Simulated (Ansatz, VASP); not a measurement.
Two plane-wave programs on BeCoF4

```
Be Co F
1.0
     3.38942    0.00000    0.00000
     0.00000    3.38942    0.00000
     0.00000    0.00000    4.87749
Be Co F
1 1 4
Direct
  0.00000 0.00000 0.00000
  0.50000 0.50000 0.50000
  0.50000 0.00000 0.23406
  0.00000 0.50000 0.76594
  0.50000 0.00000 0.76594
  0.00000 0.50000 0.23406
```

Alike in both runs: functional PBE; k mesh 8 × 8 × 6; occupations gaussian, width 0.02 eV; collinear spin.

Ansatz relaxed the structure, and its values are those at the end. VASP's run is a single point on that final structure, the one shown.

```csv
,VASP,Ansatz
version,VASP 6.6.1,Ansatz 0.2.0
potentials or method,"VASP PAW PBE potentials, release 64 (Be, Co, F), cutoff 520 eV","scalar-relativistic, plane waves, PAW"
valence electrons in the cell,39,47
```

|  | VASP | Ansatz | Ansatz less VASP |
| --- | --- | --- | --- |
| gap on the k mesh at the Fermi level (eV) | 1.42 | 1.43 | +0.013 |
| least direct gap on the mesh (eV) | 1.45 | 1.47 | +0.015 |
| pressure (GPa) | -0.4 | 0.0 | +0.43 |
| net moment per atom (μB) | 0.50 | 0.50 | 0.000 |
| size of the moment on the site where the two differ most (μB) | 2.68 | 2.60 | -0.087 |

Site moments also hang on the region over which each program counts them. VASP's potentials hold 39 valence electrons a cell and Ansatz's 47, so a difference there can come from the potentials and not from the codes.
